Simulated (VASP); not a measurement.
# Rh (P6_3/mmc) in VASP: a series of runs

The runs below take Rh through single point, with PBEsol.

Program: VASP 6.6.1. These are calculated values, not measurements. Logs are shortened: lines on timing, memory, paths and dates and some standing lists are left out, and cuts for length are marked.

## Step 1: The cell of the first run

Symmetry: P6_3/mmc, No. 194, hexagonal system. The conventional cell has a = 2.692 Å, b = 2.692 Å, c = 8.798 Å, α = 90.00°, β = 90.00°, γ = 120.00°. Rh (site symmetry -3m) has 12 Rh at 2.69 Å within 3.5 Å. Within 3.5 Å of Rh (site symmetry -6m2) lie 12 Rh at 2.69 Å.

This isn't the form of Rh at room conditions, which is fcc.

## Step 2: Single point, PBEsol

INCAR

```
PREC = Accurate
ENCUT = 520
EDIFF = 1E-6
ISMEAR = -1
SIGMA = 0.1
LREAL = F
LASPH = T
NELM = 100
ALGO = Normal
ISIF = 2
LWAVE = F
LCHARG = T
GGA = PS
LELF = T
LVHAR = T
NBANDS = 38
```

KPOINTS

```
Automatic mesh
0
Gamma
  9 9 3
```

POSCAR

```
Rh
1.0
    2.6917450000      0.0000000000      0.0000000000
   -1.3458725000      2.3311195505      0.0000000000
    0.0000000000      0.0000000000      8.7980700000
Rh
4
Direct
    0.0000000000      0.0000000000      0.0000000000
    0.0000000000      0.0000000000      0.5000000000
    0.3333333333      0.6666666667      0.2500000000
    0.6666666667      0.3333333333      0.7500000000
```

Potentials or basis: VASP PAW PBE potentials, release 64 (Rh_pv).

The run is started by

```sh
> cat potpaw_PBE.64/Rh_pv/POTCAR > POTCAR
> mpirun -np 1 vasp_std > vasp.out
```

OUTCAR:

```text
PREC = Accurate
   ENCUT = 520
   EDIFF = 1E-6
   ISMEAR = -1
   LREAL = F
   LASPH = T
   NELM = 100
   ISIF = 2
   GGA = PS

 ion  position               nearest neighbor table
   1  0.000  0.000  0.000-   3 2.69   4 2.69   3 2.69   4 2.69   4 2.69   3 2.69
   2  0.000  0.000  0.500-   3 2.69   4 2.69   3 2.69   4 2.69   4 2.69   3 2.69
   3  0.333  0.667  0.250-   1 2.69   2 2.69   1 2.69   2 2.69   1 2.69   2 2.69
   4  0.667  0.333  0.750-   1 2.69   2 2.69   1 2.69   2 2.69   1 2.69   2 2.69

  LATTYP: Found a hexagonal cell.
 ALAT       =     2.6917450000
 C/A-ratio  =     3.2685376958

  Lattice vectors:

 A1 = (   2.6917450000,   0.0000000000,   0.0000000000)
 A2 = (  -1.3458725000,   2.3311195505,   0.0000000000)
 A3 = (   0.0000000000,   0.0000000000,   8.7980700000)

Analysis of symmetry for initial positions (statically):
=====================================================================
 Subroutine PRICEL returns:
 Original cell was already a primitive cell.

 Routine SETGRP: Setting up the symmetry group for a
 hexagonal supercell.

 Subroutine GETGRP returns: Found 24 space group operations
 (whereof 12 operations were pure point group operations)
 out of a pool of 24 trial point group operations.

The static configuration has the point symmetry D_3d.
 The point group associated with its full space group is D_6h.

Analysis of symmetry for dynamics (positions and initial velocities):
=====================================================================
 Subroutine PRICEL returns:
 Original cell was already a primitive cell.

 Routine SETGRP: Setting up the symmetry group for a
 hexagonal supercell.

 Subroutine GETGRP returns: Found 24 space group operations
 (whereof 12 operations were pure point group operations)
 out of a pool of 24 trial point group operations.

The dynamic configuration has the point symmetry D_3d.
 The point group associated with its full space group is D_6h.

 Subroutine INISYM returns: Found 24 space group operations
 (whereof 12 operations are pure point group operations),
 and found     1 'primitive' translations

----------------------------------------------------------------------------------------

                                     Primitive cell

  volume of cell :      55.2059

  direct lattice vectors                    reciprocal lattice vectors
     2.691745000  0.000000000  0.000000000     0.371506216  0.214489214  0.000000000
    -1.345872500  2.331119550  0.000000000     0.000000000  0.428978428  0.000000000
     0.000000000  0.000000000  8.798070000     0.000000000  0.000000000  0.113661292

  length of vectors
     2.691745000  2.691745000  8.798070000     0.428978428  0.428978428  0.113661292

  position of ions in fractional coordinates (direct lattice)
     0.000000000  0.000000000  0.000000000
     0.000000000  0.000000000  0.500000000
     0.333333333  0.666666667  0.250000000
     0.666666667  0.333333333  0.750000000

  ion indices of the primitive-cell ions
   primitive index   ion index
                 1           1
                 2           2
                 3           3
                 4           4

----------------------------------------------------------------------------------------

 KPOINTS: Automatic mesh

Automatic generation of k-mesh.
 Grid dimensions read from file:
 generate k-points for:    9    9    3

 Generating k-lattice:

  Cartesian coordinates                     Fractional coordinates (reciprocal lattice)
     0.041278468  0.023832135  0.000000000     0.111111111  0.000000000  0.000000000
     0.000000000  0.047664270  0.000000000     0.000000000  0.111111111  0.000000000
     0.000000000  0.000000000  0.037887097     0.000000000  0.000000000  0.333333333

  Length of vectors
     0.047664270  0.047664270  0.037887097

  Shift w.r.t. Gamma in fractional coordinates (k-lattice)
     0.000000000  0.000000000  0.000000000

 Subroutine IBZKPT returns following result:
 ===========================================

 Found     24 irreducible k-points:

 Following reciprocal coordinates:
            Coordinates               Weight
  0.000000  0.000000  0.000000      1.000000
  0.111111 -0.000000  0.000000      6.000000
  0.222222  0.000000  0.000000      6.000000
  0.333333  0.000000  0.000000      6.000000
  0.444444  0.000000  0.000000      6.000000
  0.111111  0.111111  0.000000      6.000000
[... 16 lines left out ...]
  0.333333  0.222222  0.333333     24.000000
  0.333333  0.333333  0.333333      4.000000
   k-points           NKPTS =     24   k-points in BZ     NKDIM =     24   number of bands    NBANDS=     38
   number of dos      NEDOS =    301   number of ions     NIONS =      4
   total plane-waves  NPLWV =  28000
   dimension x,y,z NGX =    20 NGY =   20 NGZ =   70
   dimension x,y,z NGXF=    40 NGYF=   40 NGZF=  140
   ions per type =               4
   NGX,Y,Z   is equivalent  to a cutoff of  12.35, 12.35, 13.23 a.u.
   NGXF,Y,Z  is equivalent  to a cutoff of  24.70, 24.70, 26.45 a.u.
 SYSTEM =  unknown system
   PREC   = accura    normal or accurate (medium, high low for compatibility)
   ISTART =      0    job   : 0-new  1-cont  2-samecut
   ICHARG =      2    charge: 1-file 2-atom 10-const
   ISPIN  =      1    spin polarized calculation?
   LNONCOLLINEAR =      F non collinear calculations
   LSORBIT =      F    spin-orbit coupling
   LASPH  =      T    aspherical Exc in radial PAW
   ENCUT  =  520.0 eV  38.22 Ry    6.18 a.u.   5.00  5.00 16.36*2*pi/ulx,y,z
   NELM   =    100;   NELMIN=  2; NELMDL= -5     # of ELM steps
   EDIFF  = 0.1E-05   stopping-criterion for ELM
   LREAL  =      F    real-space projection
   EDIFFG = 0.1E-04   stopping-criterion for IOM
   NSW    =      0    number of steps for IOM
   IBRION =     -1    ionic relax: 0-MD 1-quasi-New 2-CG
   NFREE  =      0    steps in history (QN), initial steepest desc. (CG)
   ISIF   =      2    stress and relaxation
   ISYM   =      2    0-nonsym 1-usesym 2-fastsym
   POTIM  = 0.5000    time-step for ionic-motion
   TEBEG  =    0.0;   TEEND  =   0.0 temperature during run
   PSTRESS=    0.0 pullay stress
   NELECT =      60.0000    total number of electrons
   NUPDOWN=      -1.0000    fix difference up-down
   EMIN   =  10.00;   EMAX   =-10.00  energy-range for DOS
   EFERMI =   0.00;   METHOD = LEGACY
   ISMEAR =    -1;   SIGMA  =   0.10  broadening in eV -4-tet -1-fermi 0-gaus
   EFERMI_NEDOS =   21; number of points for ismear=-14 and -15
   IALGO  =     38    algorithm
   IMIX   =      4    mixing-type and parameters
     AMIX     =   0.40;   BMIX     =  1.00
     AMIX_MAG =   1.60;   BMIX_MAG =  1.00
  volume/ion in A,a.u.               =      13.80        93.14
  Fermi-wavevector in a.u.,A,eV,Ry     =   1.683178  3.180745 38.546489  2.833087
  Thomas-Fermi vector in A             =   2.766425
   LORBIT       =      0    0 simple, 1 ext, 2 COOP (PROOUT), +10 PAW based schemes
   GGA     = PS    functional components
   LHFCALC =     F    Hartree Fock is set to
   AEXX    =    0.0000 exact exchange contribution
   IVDW    =     0    specifies the selected vdW correction
   LEPSILON=     F    determine dielectric tensor
   LRPA    =     F    only Hartree local field effects (RPA)
 non-spin polarized calculation
  energy-cutoff  :      520.00
  volume of cell :       55.21
 maximum number of plane-waves:      1505
 NGX is ok and might be reduce to    20
   NGX =  9   NGY =  9   NGZ = 33

 number of electron      59.9999994 magnetization

 Free energy of the ion-electron system (eV)
  ---------------------------------------------------
  ext. energy  EPLUGINS =         0.00000000
  ---------------------------------------------------
  free energy    TOTEN  =       -32.55313380 eV

  energy without entropy =      -32.37627624  energy(sigma->0) =      -32.46470502

 E-fermi :  11.6861     XC(G=0): -14.1932

 val. band max:       11.6692260394   @ k =   0.3333   0.0000   0.3333
 cond. band min:      11.6950619636   @ k =   0.2222   0.0000   0.3333
 fundamental gap:      0.0258359242
 Fermi energy:        11.6860639769

 k-point     1 :       0.0000    0.0000    0.0000
  band No.  band energies     occupation
      1     -35.3699      2.00000
      2     -35.0185      2.00000
      3     -35.0091      2.00000
      4     -34.7338      2.00000
      5     -34.7338      2.00000
      6     -34.6907      2.00000
[... 30 lines left out ...]
     37      20.1904      0.00000
     38      26.0588      0.00000

 k-point     2 :       0.1111   -0.0000    0.0000
  band No.  band energies     occupation
      1     -35.3419      2.00000
      2     -35.0274      2.00000
      3     -35.0173      2.00000
      4     -34.7981      2.00000
      5     -34.7544      2.00000
      6     -34.7411      2.00000
[... 30 lines left out ...]
     37      20.1236      0.00000
     38      26.5003      0.00000

 k-point     3 :       0.2222    0.0000    0.0000
  band No.  band energies     occupation
      1     -35.2668      2.00000
      2     -35.0901      2.00000
      3     -35.0716      2.00000
      4     -34.9523      2.00000
      5     -34.8859      2.00000
      6     -34.8134      2.00000
[... 30 lines left out ...]
     37      20.0175      0.00000
     38      26.1111      0.00000

 k-point     4 :       0.3333    0.0000    0.0000
  band No.  band energies     occupation
      1     -35.2321      2.00000
      2     -35.2290      2.00000
      3     -35.1281      2.00000
      4     -35.1203      2.00000
      5     -35.0745      2.00000
      6     -34.8601      2.00000
[... 30 lines left out ...]
     37      20.0246      0.00000
     38      22.4171      0.00000
[... 703 lines left out ...]
      4     -35.1495      2.00000
      5     -35.0219      2.00000
      6     -34.9662      2.00000
[... 30 lines left out ...]
     37      22.6770      0.00000
     38      22.8654      0.00000

 k-point    23 :       0.3333    0.2222    0.3333
  band No.  band energies     occupation
      1     -35.2529      2.00000
      2     -35.2333      2.00000
      3     -35.1946      2.00000
      4     -35.1838      2.00000
      5     -35.0276      2.00000
      6     -35.0196      2.00000
[... 30 lines left out ...]
     37      21.0403      0.00000
     38      21.2021      0.00000

 k-point    24 :       0.3333    0.3333    0.3333
  band No.  band energies     occupation
      1     -35.1984      2.00000
      2     -35.1868      2.00000
      3     -35.1868      2.00000
      4     -35.1334      2.00000
      5     -35.0906      2.00000
      6     -35.0906      2.00000
[... 30 lines left out ...]
     37      19.6232      0.00000
     38      19.6232      0.00000

------------------------ aborting loop because EDIFF is reached ----------------------------------------

  FORCE on cell =-STRESS in cart. coord.  units (eV):
  Direction    XX          YY          ZZ          XY          YZ          ZX
  --------------------------------------------------------------------------------------
  -------------------------------------------------------------------------------------
  Total       -1.6894409     -1.6894409     -2.2466040      0.0000000      0.0000000      0.0000000
  in kB      -49.0306567    -49.0306567    -65.2005470      0.0000000      0.0000000      0.0000000
  external PRESSURE =     -54.4206201 kB  Pullay stress =       0.0000000 kB

 VOLUME and BASIS-vectors are now :
 -----------------------------------------------------------------------------
  energy-cutoff  :      520.00
  volume of cell :       55.21
      direct lattice vectors                 reciprocal lattice vectors
     2.691745000  0.000000000  0.000000000     0.371506216  0.214489214  0.000000000
    -1.345872500  2.331119550  0.000000000     0.000000000  0.428978428  0.000000000
     0.000000000  0.000000000  8.798070000     0.000000000  0.000000000  0.113661292

 POSITION                                       TOTAL-FORCE (eV/Angst)
 -----------------------------------------------------------------------------------
      0.00000      0.00000      0.00000        -0.000000      0.000000      0.000000
      0.00000      0.00000      4.39903        -0.000000      0.000000      0.000000
     -0.00000      1.55408      2.19952         0.000000      0.000000     -0.000000
      1.34587      0.77704      6.59855        -0.000000     -0.000000     -0.000000
 -----------------------------------------------------------------------------------
    total drift:                                0.000000     -0.000000      0.000000

  FREE ENERGIE OF THE ION-ELECTRON SYSTEM (eV)
  ---------------------------------------------------
  free  energy   TOTEN  =       -32.5531338006 eV

  energy  without entropy=      -32.3762762383  energy(sigma->0) =      -32.46470502
```

Run time: 43 s. Hardware: 1 thread of Intel Xeon 8259CL, shared host; peak memory 0.18 GiB.

What came out:

```
Free energy            : -32.5531 eV
Pressure               : -5.4 GPa
Band gap on the k mesh : zero (bands 30 and 31 overlap by 1.61 eV)
```

Stress tensor (GPa, compression positive):
```
-4.90  0.00  0.00
 0.00 -4.90  0.00
 0.00  0.00 -6.52
```

Caveat: the cell stands under tension; the PAW data sets were made with another functional, which shifts forces and pressure a little.

## Step 3: Single point, PBEsol

INCAR

```
SYSTEM = Rh
  ALGO = Normal
  EDIFF = 1E-6
  ENCUT = 520
  GGA = PS
  ISIF = 2
  ISMEAR = -1
  LASPH = .TRUE.
  LCHARG = .FALSE.
  LREAL = .FALSE.
  LWAVE = .FALSE.
  NBANDS = 38
  NELM = 100
  PREC = Accurate
  SIGMA = 0.1
```

KPOINTS

```
k-points
0
G
  9 9 3
  0 0 0
```

POSCAR is that of step 2.

Potentials or basis: VASP PAW PBE potentials, release 64 (Rh_pv).

The run is started by

```sh
> cat potpaw_PBE.64/Rh_pv/POTCAR > POTCAR
> mpirun -np 1 vasp_std > vasp.out
```

Wall time 54 s (1 thread of Intel Xeon 8259CL, shared host); peak memory 0.18 GiB.

The run converged. Its results:

```yaml
Free_energy: -32.5531 eV
Pressure: -5.4 GPa
Band_gap_on_the_k_mesh: zero (bands 30 and 31 overlap by 1.61 eV)
```

Stress tensor (GPa, compression positive):
```
-4.90  0.00  0.00
 0.00 -4.90  0.00
 0.00  0.00 -6.52
```

Levels at points of the mesh, in eV from the Fermi level:
```tsv
k point	band 28	band 29	band 30	band 31	band 32	band 33
(0.00, 0.00, 0.00)	-1.41	-1.41	-0.82	-0.82	-0.33	-0.33
```

Caveat: the cell stands under tension; the PAW data sets were made with another functional, which shifts forces and pressure a little.
